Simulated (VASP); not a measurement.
Cs7Pb8Cl23 (a cell with a defect): relaxation of the atoms with PBEsol

Cs7Pb8Cl23 (a cell with a defect):

```
Cs Pb Cl
1.0
    11.23434    0.00000    0.00000
     0.00000   11.23434    0.00000
     0.00000    0.00000   11.23434
Cs Pb Cl
7 8 23
Direct
  0.99933 0.99997 0.99756
  0.99827 0.99961 0.49961
  0.99942 0.50104 0.99900
  0.00088 0.50076 0.50124
  0.50131 0.00106 0.00139
  0.50322 0.99852 0.50114
  0.49725 0.50195 0.99832
  0.25072 0.24944 0.24896
  0.24715 0.25048 0.75186
  0.25035 0.74810 0.25015
  0.24969 0.75082 0.75106
  0.74996 0.24957 0.25316
  0.75065 0.24725 0.75088
  0.74902 0.74947 0.25090
  0.74977 0.75208 0.74805
  0.24857 0.24978 0.99986
  0.24904 0.75024 0.00187
  0.24723 0.74812 0.50151
  0.74604 0.25119 0.99795
  0.74935 0.25056 0.49969
  0.75108 0.75054 0.99570
  0.74960 0.75036 0.50026
  0.99976 0.24756 0.25461
  0.00304 0.25254 0.75123
  0.99661 0.74890 0.25001
  0.99896 0.74975 0.75167
  0.50453 0.24516 0.25087
  0.50110 0.24954 0.75242
  0.49851 0.75047 0.24989
  0.49927 0.75246 0.75042
  0.25146 0.99542 0.24707
  0.24890 0.00062 0.75103
  0.24801 0.49977 0.24729
  0.25061 0.50055 0.74796
  0.74949 0.00076 0.25017
  0.74847 0.00143 0.75023
  0.74808 0.49979 0.25009
  0.75283 0.49917 0.75256
```

```
Program                : VASP 6.6.1
Task                   : relaxation of the atoms
Functional             : PBEsol
Potentials or basis    : VASP PAW PBE potentials, release 64 (Cs_sv, Pb_d, Cl)
Cutoff                 : 450 eV
k mesh                 : 1 × 1 × 1, shifted
Occupations            : fermi-dirac, width 0.05 eV
Spin                   : no spin polarisation
Dipole correction      : no
Further INCAR settings : LREAL = Auto; ALGO = Normal; EDIFF = 1e-07; ISYM = -1; IBRION = 2; EDIFFG = -0.03; NSW = 100
```

```
Energy gained by relaxing    : 27.0 meV/atom
Ionic steps                  : 44
Pressure after relaxing      : -0.5 GPa
Largest force after relaxing : 0.030 eV/Å
Band gap on the k mesh       : 2.79 eV
```

Forces on the atoms (eV/Å):
```
Cs  -0.002 -0.001 -0.005
Cs   0.014  0.012  0.001
Cs   0.021  0.012  0.000
Cs   0.009 -0.005 -0.014
Cs   0.000  0.019 -0.002
Cs   0.009  0.008 -0.003
Cs  -0.003  0.003 -0.008
Pb   0.002  0.002  0.003
Pb   0.004 -0.002  0.005
Pb  -0.025  0.011 -0.012
Pb   0.000  0.011  0.023
Pb   0.006  0.003 -0.029
Pb   0.006  0.000  0.009
Pb   0.010 -0.004 -0.010
Pb  -0.001 -0.012  0.000
Cl   0.002 -0.002 -0.015
Cl  -0.003  0.006 -0.003
Cl  -0.023  0.003 -0.006
Cl   0.008  0.005  0.011
Cl  -0.004 -0.024  0.007
Cl   0.005 -0.002  0.018
Cl   0.005  0.011 -0.015
Cl   0.009  0.007 -0.003
Cl   0.006  0.001  0.003
Cl  -0.011 -0.010 -0.007
Cl   0.004 -0.012  0.019
Cl  -0.013 -0.006 -0.007
Cl  -0.004 -0.003  0.014
Cl   0.012 -0.004  0.014
Cl  -0.012 -0.001 -0.005
Cl  -0.008  0.010 -0.015
Cl  -0.011  0.000  0.016
Cl   0.004 -0.010 -0.018
Cl   0.001 -0.001  0.021
Cl  -0.009 -0.019 -0.010
Cl  -0.011 -0.004  0.014
Cl   0.002  0.005  0.016
Cl   0.000 -0.007 -0.007
```

Stress tensor (GPa, compression positive):
```
-0.53 -0.10 -0.02
-0.10 -0.52 -0.02
-0.02 -0.02 -0.53
```

The path:
```csv
step,energy change (eV),largest force (eV/Å),pressure (GPa)
1,0.0000,0.6039,-0.31
3,-0.2984,0.2368,-0.21
5,-0.4478,0.2158,-0.17
7,-0.5569,0.6007,-0.08
9,-0.6206,0.2059,-0.11
11,-0.6469,0.1178,-0.17
13,-0.6666,0.1161,-0.18
15,-0.6884,0.1036,-0.15
17,-0.7077,0.0605,-0.17
19,-0.7279,0.1180,-0.20
21,-0.7657,0.1183,-0.21
23,-0.8092,0.1151,-0.22
25,-0.8668,0.1382,-0.32
27,-0.9130,0.2547,-0.43
29,-0.9318,0.1258,-0.48
31,-0.9562,0.1416,-0.46
33,-0.9832,0.0977,-0.49
35,-0.9940,0.0713,-0.49
37,-1.0008,0.0712,-0.49
39,-1.0114,0.0553,-0.51
41,-1.0163,0.0497,-0.51
43,-1.0230,0.0446,-0.52
44,-1.0265,0.0299,-0.53
```

Final structure:
```
CELL_PARAMETERS angstrom
11.23434 0.00000 0.00000
0.00000 11.23434 0.00000
0.00000 0.00000 11.23434
ATOMIC_POSITIONS crystal
Cs 0.97570 0.97312 0.99984
Cs 0.99177 0.99354 0.50007
Cs 0.98714 0.51191 0.99965
Cs 0.96273 0.51245 0.50453
Cs 0.51715 0.98632 0.00002
Cs 0.51277 0.96668 0.49973
Cs 0.51195 0.50666 0.00300
Pb 0.25233 0.25216 0.23240
Pb 0.25169 0.25239 0.77037
Pb 0.24938 0.75358 0.24989
Pb 0.24854 0.75424 0.74893
Pb 0.75424 0.24889 0.25121
Pb 0.75325 0.24887 0.75128
Pb 0.74848 0.74834 0.24996
Pb 0.74728 0.74865 0.74936
Cl 0.19631 0.20056 0.00191
Cl 0.25025 0.80787 0.99974
Cl 0.21810 0.71855 0.50001
Cl 0.80598 0.24375 0.00000
Cl 0.72075 0.22619 0.50038
Cl 0.74139 0.74940 0.99945
Cl 0.76728 0.76399 0.49981
Cl 0.00741 0.25815 0.30293
Cl 0.00666 0.25828 0.70140
Cl 0.99918 0.75588 0.23329
Cl 0.99829 0.75580 0.76296
Cl 0.50112 0.24395 0.19179
Cl 0.50012 0.24452 0.81002
Cl 0.49914 0.77305 0.24044
Cl 0.49871 0.77452 0.75591
Cl 0.25507 0.00704 0.30358
Cl 0.25458 0.00829 0.69660
Cl 0.24758 0.50053 0.19101
Cl 0.24729 0.50102 0.80741
Cl 0.76275 0.99898 0.24220
Cl 0.76193 0.99881 0.75782
Cl 0.76651 0.49883 0.23356
Cl 0.76668 0.49900 0.76518
```

Levels at points of the mesh, in eV from the valence-band top:
| k point | band 166 | band 167 | band 168 | band 169 | band 170 | band 171 |
| --- | --- | --- | --- | --- | --- | --- |
| (0.25, 0.25, 0.25) | -0.42 | -0.39 | 0.00 | 2.79 | 3.43 | 3.46 |

It took 49 min on 4 MPI ranks on Intel(R) Xeon(R) Platinum 8488C (Sapphire Rapids) (shared host), peak memory 0.42 GiB a rank.

Caveat: the PAW data sets were made with another functional, which shifts forces and pressure a little; spin-orbit coupling is left out, which moves the levels of the heavy elements.
